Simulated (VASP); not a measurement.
Runs of VASP 6.6.1 on Cu. The structure is that of space group Im-3m (No. 229), or close to it. The cells are those of the table. 

```csv
cell,k mesh,gap on the mesh (eV),pressure (GPa)
"a = 2.461 Å, angles 109.5°, 1 atom",25 × 25 × 25,none,0.6
"a = 2.461 Å, angles 109.5°, 1 atom",17 × 17 × 17,none,0.6
"a = 2.494 Å, angles 109.5°, 1 atom",17 × 17 × 17,none,-5.1
"a = 2.428 Å, angles 109.5°, 1 atom",17 × 17 × 17,none,7.8
"a = 2.556 Å, angles 109.5°, 1 atom",17 × 17 × 17,none,(b)
"a = 2.394 Å, angles 109.5°, 1 atom",17 × 17 × 17,none,(a)
"a = 2.525 Å, angles 109.5°, 1 atom",17 × 17 × 17,none,-9.6
"a = 2.358 Å, angles 109.5°, 1 atom",17 × 17 × 17,none,29.2
```

Alike in all rows: task single point; level r2SCAN; potentials or basis VASP PAW PBE potentials, release 64 (Cu); no spin polarisation; cutoff (eV) 520; smearing fermi-dirac 0.1 eV.

Question: Fill in the values left out.

Answer: (a) 17.2; (b) -13.1.

Caveats: the PAW data sets were made with another functional, which shifts forces and pressure a little.

A gap of «none» marks levels without a gap at the run's occupations.
